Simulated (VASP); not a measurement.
# As (P6/mmm) in VASP: notebook

Runs on As. Level: PBE. Tasks: single point, relaxation of cell and atoms.

All numbers are computed with VASP 6.6.1; they aren't measurements. Logs are shortened: lines on timing, memory, paths and dates and some standing lists are left out, and cuts for length are marked.

**1. The cell of the first run**

It takes space group P6/mmm (No. 191, hexagonal). The conventional cell has a = 4.081 Å, b = 4.081 Å, c = 2.414 Å, α = 90.00°, β = 90.00°, γ = 120.00°. As (site symmetry 6/mmm) has 14 As at 2.41 to 2.65 Å within 3.2 Å. As (site symmetry -6m2) has 11 As at 2.36 to 2.65 Å within 3.1 Å.

**2. Single point, PBE**

Contents of INCAR:

```
PREC = Accurate ; ENCUT = 520
EDIFF = 1E-7 ; ISMEAR = -1
SIGMA = 0.05 ; LREAL = False
LASPH = True ; NELM = 80
ALGO = Normal ; ISIF = 2
LWAVE = False ; LCHARG = False
GGA = PE ; NBANDS = 14
```

Contents of KPOINTS:

```
Automatic mesh
0
Gamma
  9 9 13
```

Contents of POSCAR:

```
As
1.0
    4.0812307362      0.0000000000      0.0000000000
   -2.0406153681      3.5344494963      0.0000000000
    0.0000000000      0.0000000000      2.4135198600
As
3
Direct
    0.0000000000      0.0000000000      0.0000000000
    0.3333333333      0.6666666667      0.5000000000
    0.6666666667      0.3333333333      0.5000000000
```

Potentials or basis: VASP PAW PBE potentials, release 64 (As).

The run is started by

```sh
> cat potpaw_PBE.64/As/POTCAR > POTCAR
> mpirun -np 1 vasp_std > vasp.out
```

OUTCAR:

```text
PREC = Accurate
   ENCUT = 520
   EDIFF = 1E-7
   ISMEAR = -1
   LREAL = False
   LASPH = True
   NELM = 80
   ISIF = 2
   GGA = PE

 ion  position               nearest neighbor table
   1  0.000  0.000  0.000-   2 2.65   3 2.65   2 2.65   3 2.65   3 2.65   3 2.65   2 2.65   2 2.65
                             3 2.65   3 2.65   2 2.65   2 2.65
   2  0.333  0.667  0.500-   3 2.36   3 2.36   3 2.36   1 2.65   1 2.65   1 2.65   1 2.65   1 2.65
                             1 2.65
   3  0.667  0.333  0.500-   2 2.36   2 2.36   2 2.36   1 2.65   1 2.65   1 2.65   1 2.65   1 2.65
                             1 2.65

  LATTYP: Found a hexagonal cell.
 ALAT       =     4.0812307362
 C/A-ratio  =     0.5913705977

  Lattice vectors:

 A1 = (   4.0812307362,   0.0000000000,   0.0000000000)
 A2 = (  -2.0406153681,   3.5344494963,   0.0000000000)
 A3 = (   0.0000000000,   0.0000000000,   2.4135198600)

Analysis of symmetry for initial positions (statically):
=====================================================================
 Subroutine PRICEL returns:
 Original cell was already a primitive cell.

 Routine SETGRP: Setting up the symmetry group for a
 hexagonal supercell.

 Subroutine GETGRP returns: Found 24 space group operations
 (whereof 24 operations were pure point group operations)
 out of a pool of 24 trial point group operations.

The static configuration has the point symmetry D_6h.

Analysis of symmetry for dynamics (positions and initial velocities):
=====================================================================
 Subroutine PRICEL returns:
 Original cell was already a primitive cell.

 Routine SETGRP: Setting up the symmetry group for a
 hexagonal supercell.

 Subroutine GETGRP returns: Found 24 space group operations
 (whereof 24 operations were pure point group operations)
 out of a pool of 24 trial point group operations.

The dynamic configuration has the point symmetry D_6h.

 Subroutine INISYM returns: Found 24 space group operations
 (whereof 24 operations are pure point group operations),
 and found     1 'primitive' translations

----------------------------------------------------------------------------------------

                                     Primitive cell

  volume of cell :      34.8148

  direct lattice vectors                    reciprocal lattice vectors
     4.081230736  0.000000000  0.000000000     0.245024127  0.141464746  0.000000000
    -2.040615368  3.534449496  0.000000000     0.000000000  0.282929492  0.000000000
     0.000000000  0.000000000  2.413519860     0.000000000  0.000000000  0.414332617

  length of vectors
[... 86 lines left out ...]
   EDIFFG = 0.1E-05   stopping-criterion for IOM
   NSW    =      0    number of steps for IOM
   IBRION =     -1    ionic relax: 0-MD 1-quasi-New 2-CG
   NFREE  =      0    steps in history (QN), initial steepest desc. (CG)
   ISIF   =      2    stress and relaxation
   ISYM   =      2    0-nonsym 1-usesym 2-fastsym
   POTIM  = 0.5000    time-step for ionic-motion
   TEBEG  =    0.0;   TEEND  =   0.0 temperature during run
   PSTRESS=    0.0 pullay stress
   NELECT =      15.0000    total number of electrons
   NUPDOWN=      -1.0000    fix difference up-down
   EMIN   =  10.00;   EMAX   =-10.00  energy-range for DOS
   EFERMI =   0.00;   METHOD = LEGACY
   ISMEAR =    -1;   SIGMA  =   0.05  broadening in eV -4-tet -1-fermi 0-gaus
   EFERMI_NEDOS =   21; number of points for ismear=-14 and -15
   IALGO  =     38    algorithm
   IMIX   =      4    mixing-type and parameters
     AMIX     =   0.40;   BMIX     =  1.00
     AMIX_MAG =   1.60;   BMIX_MAG =  1.00
  volume/ion in A,a.u.               =      11.60        78.31
  Fermi-wavevector in a.u.,A,eV,Ry     =   1.236471  2.336592 20.801415  1.528861
  Thomas-Fermi vector in A             =   2.371078
   LORBIT       =      0    0 simple, 1 ext, 2 COOP (PROOUT), +10 PAW based schemes
   GGA     = PE    functional components
[... 5 lines left out ...]
 non-spin polarized calculation
  energy-cutoff  :      520.00
  volume of cell :       34.81
 maximum number of plane-waves:       953
   NGX = 15   NGY = 15   NGZ =  9

 number of electron      15.0000001 magnetization

 Free energy of the ion-electron system (eV)
  ---------------------------------------------------
  ext. energy  EPLUGINS =         0.00000000
  ---------------------------------------------------
  free energy    TOTEN  =        -7.09248243 eV

  energy without entropy =       -7.08561997  energy(sigma->0) =       -7.08905120

 E-fermi :  13.6516     XC(G=0): -13.0736

 val. band max:       13.6427373402   @ k =   0.1111   0.1111   0.3846
 cond. band min:      13.6893371347   @ k =   0.3333   0.1111   0.0769
 fundamental gap:      0.0465997945
 Fermi energy:        13.6515502740

 k-point     1 :       0.0000    0.0000    0.0000
  band No.  band energies     occupation
      1      -7.3897      2.00000
      2       3.4736      2.00000
      3       3.5640      2.00000
      4       5.4652      2.00000
      5       5.4652      2.00000
      6       5.7789      2.00000
      7       5.7789      2.00000
      8      16.8513      0.00000
      9      21.2215      0.00000
     10      24.4460      0.00000
     11      24.4460      0.00000
     12      25.5847      0.00000
     13      25.6608      0.00000
     14      29.1766      0.00000
[... 377 lines left out ...]
      1      -3.2169      2.00000
      2      -3.2169      2.00000
      3      -3.0650      2.00000
      4       8.8026      2.00000
      5       9.1978      2.00000
      6       9.1978      2.00000
      7      17.6485      0.00000
      8      17.6485      0.00000
      9      18.7739      0.00000
     10      19.2176      0.00000
     11      19.7657      0.00000
     12      19.7657      0.00000
     13      23.4373      0.00000
     14      23.4513      0.00000

 [... further k-points ...]
[... 5 lines left out ...]
  --------------------------------------------------------------------------------------
  -------------------------------------------------------------------------------------
  Total       26.7661467     26.7661467     26.7731391      0.0000000     -0.0000000      0.0000000
  in kB     1231.7785300   1231.7785300   1232.1003209      0.0000000     -0.0000000      0.0000000
  external PRESSURE =    1231.8857936 kB  Pullay stress =       0.0000000 kB

 VOLUME and BASIS-vectors are now :
 -----------------------------------------------------------------------------
  energy-cutoff  :      520.00
  volume of cell :       34.81
      direct lattice vectors                 reciprocal lattice vectors
     4.081230736  0.000000000  0.000000000     0.245024127  0.141464746  0.000000000
    -2.040615368  3.534449496  0.000000000     0.000000000  0.282929492  0.000000000
     0.000000000  0.000000000  2.413519860     0.000000000  0.000000000  0.414332617

 POSITION                                       TOTAL-FORCE (eV/Angst)
 -----------------------------------------------------------------------------------
      0.00000      0.00000      0.00000         0.000000      0.000000      0.000000
     -0.00000      2.35630      1.20676         0.000000      0.000000      0.000000
      2.04062      1.17815      1.20676        -0.000000      0.000000      0.000000
 -----------------------------------------------------------------------------------
    total drift:                               -0.000000      0.000000     -0.000000

  FREE ENERGIE OF THE ION-ELECTRON SYSTEM (eV)
  ---------------------------------------------------
  free  energy   TOTEN  =        -7.0924824339 eV

  energy  without entropy=       -7.0856199665  energy(sigma->0) =       -7.08905120
```

OSZICAR:

```text
N       E                     dE             d eps       ncg     rms          rms(c)
DAV:   1     0.496320981018E+02    0.49632E+02   -0.66130E+03  2352   0.937E+02
DAV:   2    -0.524250246376E+01   -0.54875E+02   -0.50892E+02  3124   0.157E+02
DAV:   3    -0.720063680486E+01   -0.19581E+01   -0.19287E+01  2942   0.283E+01
DAV:   4    -0.720686324625E+01   -0.62264E-02   -0.62234E-02  2660   0.155E+00
DAV:   5    -0.720687222493E+01   -0.89787E-05   -0.89785E-05  2918   0.526E-02    0.864E+00
DAV:   6    -0.713319063814E+01    0.73682E-01   -0.44615E-03  2616   0.558E-01    0.520E+00
DAV:   7    -0.709255472030E+01    0.40636E-01   -0.91119E-03  2490   0.818E-01    0.922E-02
DAV:   8    -0.709248439338E+01    0.70327E-04   -0.34339E-04  2960   0.128E-01    0.513E-02
DAV:   9    -0.709248667921E+01   -0.22858E-05   -0.33584E-05  2742   0.397E-02    0.242E-02
DAV:  10    -0.709248246740E+01    0.42118E-05   -0.92562E-07  2886   0.695E-03    0.411E-03
DAV:  11    -0.709248227990E+01    0.18750E-06   -0.10332E-07  1794   0.268E-03    0.742E-04
DAV:  12    -0.709248245037E+01   -0.17047E-06   -0.16338E-08  1482   0.882E-04    0.209E-04
DAV:  13    -0.709248243385E+01    0.16516E-07   -0.15035E-09  1386   0.268E-04
   1 F= -.70924824E+01 E0= -.70890512E+01  d E =-.686247E-02
```

Run time: 21 s. Hardware: 1 thread of Intel Xeon Platinum 8488C (Sapphire Rapids), shared host; peak memory 0.15 GiB.

Results:

| Quantity | Value |
| --- | --- |
| Free energy | -7.0925 eV |
| Pressure | 123.2 GPa |

**3. Single point, PBE**

Contents of INCAR:

```
SYSTEM = As
PREC = Accurate
ENCUT = 520
EDIFF = 1E-7
ISMEAR = -1
SIGMA = 0.05
LREAL = .False.
LASPH = .True.
NELM = 80
ALGO = Normal
ISIF = 2
LWAVE = .False.
LCHARG = .False.
GGA = PE
NBANDS = 14
```

Contents of KPOINTS:

```
regular mesh
0
Gamma
  9 9 13
  0 0 0
```

POSCAR is that of step 2.

Potentials or basis: VASP PAW PBE potentials, release 64 (As).

The run is started by

```sh
> cat potpaw_PBE.64/As/POTCAR > POTCAR
> mpirun -np 1 vasp_std > vasp.out
```

OUTCAR:

```text
SYSTEM = As
   PREC = Accurate
   ENCUT = 520
   EDIFF = 1E-7
   ISMEAR = -1
   LREAL = .False.
   LASPH = .True.
   NELM = 80
   ISIF = 2
   GGA = PE

 ion  position               nearest neighbor table
   1  0.000  0.000  0.000-   2 2.65   3 2.65   2 2.65   3 2.65   3 2.65   3 2.65   2 2.65   2 2.65
                             3 2.65   3 2.65   2 2.65   2 2.65
   2  0.333  0.667  0.500-   3 2.36   3 2.36   3 2.36   1 2.65   1 2.65   1 2.65   1 2.65   1 2.65
                             1 2.65
   3  0.667  0.333  0.500-   2 2.36   2 2.36   2 2.36   1 2.65   1 2.65   1 2.65   1 2.65   1 2.65
                             1 2.65

  LATTYP: Found a hexagonal cell.
 ALAT       =     4.0812307362
 C/A-ratio  =     0.5913705977

  Lattice vectors:

 A1 = (   4.0812307362,   0.0000000000,   0.0000000000)
 A2 = (  -2.0406153681,   3.5344494963,   0.0000000000)
 A3 = (   0.0000000000,   0.0000000000,   2.4135198600)

Analysis of symmetry for initial positions (statically):
=====================================================================
 Subroutine PRICEL returns:
 Original cell was already a primitive cell.

 Routine SETGRP: Setting up the symmetry group for a
 hexagonal supercell.

 Subroutine GETGRP returns: Found 24 space group operations
 (whereof 24 operations were pure point group operations)
 out of a pool of 24 trial point group operations.

The static configuration has the point symmetry D_6h.

Analysis of symmetry for dynamics (positions and initial velocities):
=====================================================================
 Subroutine PRICEL returns:
 Original cell was already a primitive cell.

 Routine SETGRP: Setting up the symmetry group for a
 hexagonal supercell.

 Subroutine GETGRP returns: Found 24 space group operations
 (whereof 24 operations were pure point group operations)
 out of a pool of 24 trial point group operations.

The dynamic configuration has the point symmetry D_6h.

 Subroutine INISYM returns: Found 24 space group operations
 (whereof 24 operations are pure point group operations),
[... 118 lines left out ...]
     AMIX_MAG =   1.60;   BMIX_MAG =  1.00
  volume/ion in A,a.u.               =      11.60        78.31
  Fermi-wavevector in a.u.,A,eV,Ry     =   1.236471  2.336592 20.801415  1.528861
  Thomas-Fermi vector in A             =   2.371078
   LORBIT       =      0    0 simple, 1 ext, 2 COOP (PROOUT), +10 PAW based schemes
   GGA     = PE    functional components
[... 5 lines left out ...]
 non-spin polarized calculation
  energy-cutoff  :      520.00
  volume of cell :       34.81
 maximum number of plane-waves:       953
   NGX = 15   NGY = 15   NGZ =  9

 number of electron      15.0000001 magnetization

 Free energy of the ion-electron system (eV)
  ---------------------------------------------------
  ext. energy  EPLUGINS =         0.00000000
  ---------------------------------------------------
  free energy    TOTEN  =        -7.09248243 eV

  energy without entropy =       -7.08561997  energy(sigma->0) =       -7.08905120

 E-fermi :  13.6516     XC(G=0): -13.0736

 val. band max:       13.6427373402   @ k =   0.1111   0.1111   0.3846
 cond. band min:      13.6893371347   @ k =   0.3333   0.1111   0.0769
 fundamental gap:      0.0465997945
 Fermi energy:        13.6515502740

 k-point     1 :       0.0000    0.0000    0.0000
  band No.  band energies     occupation
      1      -7.3897      2.00000
      2       3.4736      2.00000
      3       3.5640      2.00000
      4       5.4652      2.00000
      5       5.4652      2.00000
      6       5.7789      2.00000
      7       5.7789      2.00000
      8      16.8513      0.00000
      9      21.2215      0.00000
     10      24.4460      0.00000
     11      24.4460      0.00000
     12      25.5847      0.00000
     13      25.6608      0.00000
     14      29.1766      0.00000
[... 377 lines left out ...]
      1      -3.2169      2.00000
      2      -3.2169      2.00000
      3      -3.0650      2.00000
      4       8.8026      2.00000
      5       9.1978      2.00000
      6       9.1978      2.00000
      7      17.6485      0.00000
      8      17.6485      0.00000
      9      18.7739      0.00000
     10      19.2176      0.00000
     11      19.7657      0.00000
     12      19.7657      0.00000
     13      23.4373      0.00000
     14      23.4513      0.00000

 [... further k-points ...]
[... 5 lines left out ...]
  --------------------------------------------------------------------------------------
  -------------------------------------------------------------------------------------
  Total       26.7661467     26.7661467     26.7731391      0.0000000     -0.0000000      0.0000000
  in kB     1231.7785300   1231.7785300   1232.1003209      0.0000000     -0.0000000      0.0000000
  external PRESSURE =    1231.8857936 kB  Pullay stress =       0.0000000 kB

 VOLUME and BASIS-vectors are now :
 -----------------------------------------------------------------------------
  energy-cutoff  :      520.00
  volume of cell :       34.81
      direct lattice vectors                 reciprocal lattice vectors
     4.081230736  0.000000000  0.000000000     0.245024127  0.141464746  0.000000000
    -2.040615368  3.534449496  0.000000000     0.000000000  0.282929492  0.000000000
     0.000000000  0.000000000  2.413519860     0.000000000  0.000000000  0.414332617

 POSITION                                       TOTAL-FORCE (eV/Angst)
 -----------------------------------------------------------------------------------
      0.00000      0.00000      0.00000         0.000000      0.000000      0.000000
     -0.00000      2.35630      1.20676         0.000000      0.000000      0.000000
      2.04062      1.17815      1.20676        -0.000000      0.000000      0.000000
 -----------------------------------------------------------------------------------
    total drift:                               -0.000000      0.000000     -0.000000

  FREE ENERGIE OF THE ION-ELECTRON SYSTEM (eV)
  ---------------------------------------------------
  free  energy   TOTEN  =        -7.0924824339 eV

  energy  without entropy=       -7.0856199665  energy(sigma->0) =       -7.08905120
```

stdout:

```text
POSCAR found type information on POSCAR As
 POSCAR found :  1 types and       3 ions
 scaLAPACK will be used
 LDA part: xc-table for (Slater+PW92), standard interpolation
 POSCAR, INCAR and KPOINTS ok, starting setup
 FFT: planning ... GRIDC
 FFT: planning ... GRID_SOFT
 FFT: planning ... GRID
 WAVECAR not read
 entering main loop
```

It took 22 s on 1 thread of Intel Xeon Platinum 8488C (Sapphire Rapids), shared host; peak memory 0.15 GiB.

What came out:

| Quantity | Value |
| --- | --- |
| Free energy | -7.0925 eV |
| Pressure | 123.2 GPa |

Levels at points of the mesh, in eV from the Fermi level:
```tsv
k point	band 5	band 6	band 7	band 8	band 9	band 10	band 11	band 12
(0.00, 0.00, 0.00)	-8.19	-7.87	-7.87	3.20	7.57	10.79	10.79	11.93
```

**4. Relaxation of cell and atoms, PBE, target pressure 120 GPa, at which the enthalpy is minimised**

This run uses another cell than the first one: it holds 1 atom, not 3.

Contents of INCAR:

```
SYSTEM = As
PREC = Accurate
ENCUT = 600
EDIFF = 1E-6
ISMEAR = -1
SIGMA = 0.05
LREAL = .False.
LASPH = .True.
NELM = 60
ALGO = Normal
ISIF = 3
LWAVE = .False.
LCHARG = .False.
GGA = PE
IBRION = 2
NSW = 60
EDIFFG = -0.005
PSTRESS = 1200.0
```

Contents of KPOINTS:

```
regular mesh
0
Gamma
  18 18 17
  0 0 0
```

Contents of POSCAR:

```
As
1.0
    2.4400231817      0.0000000000      0.0000000000
   -1.2200115909      2.1131220612      0.0000000000
    0.0000000000      0.0000000000      2.2936217908
As
1
Direct
    0.0000000000      0.0000000000      0.0000000000
```

The run is started by

```sh
> cat potpaw_PBE.64/As/POTCAR > POTCAR
> mpirun -np 1 vasp_std > vasp.out
```

Run time: 42 s. Hardware: 1 thread of Intel Xeon 6975P-C, shared host; peak memory 0.15 GiB.

The run converged. Its results:

```
Free energy                                            : -2.4934 eV
Relaxed volume                                         : 12.11 Å³/atom
Relaxed cell                                           : a = 2.458 Å, b = 2.458 Å, c = 2.315 Å, α = 90.00°, β = 90.00°, γ = 120.00°
Space group after relaxing (to 0.05 Å)                 : P6/mmm (No. 191)
Energy change on relaxing (the enthalpy is what falls) : -225.1 meV/atom
Ionic steps                                            : 10
Pressure after relaxing                                : 120.0 GPa
```

The path:
```tsv
step	energy change (eV)	largest force (eV/Å)	pressure (GPa)	volume (Å³)
1	0.0000	0.0000	132.14	11.83
2	-1.0182	0.0000	76.36	13.43
3	-0.2347	0.0000	119.43	12.13
4	-0.2248	0.0000	119.96	12.11
5	-0.2205	0.0000	120.15	12.11
6	-0.2213	0.0000	120.29	12.11
7	-0.2209	0.0000	120.22	12.11
8	-0.2209	0.0000	120.23	12.11
9	-0.2373	0.0000	119.34	12.13
10	-0.2251	0.0000	120.00	12.11
```

Final structure:
```yaml
crystal:
  lattice:
    - [2.45777, 0.00000, 0.00000]
    - [-1.22888, 2.12849, 0.00000]
    - [0.00000, 0.00000, 2.31535]
  atoms:
    - { symbol: As, position: [0.00000, 0.00000, 0.00000] }
```

Levels at points of the mesh, in eV from the Fermi level:
```
           k point  band 1  band 2  band 3  band 4  band 5
(0.00, 0.00, 0.00)  -20.81    5.76    8.81    8.81    8.97
(0.50, 0.00, 0.00)  -13.26  -11.40    2.48    6.92   11.83
```

Caveat: the cell is relaxed towards a set pressure, so the enthalpy falls and the energy may rise.

(Continued in part 2 of 2.)
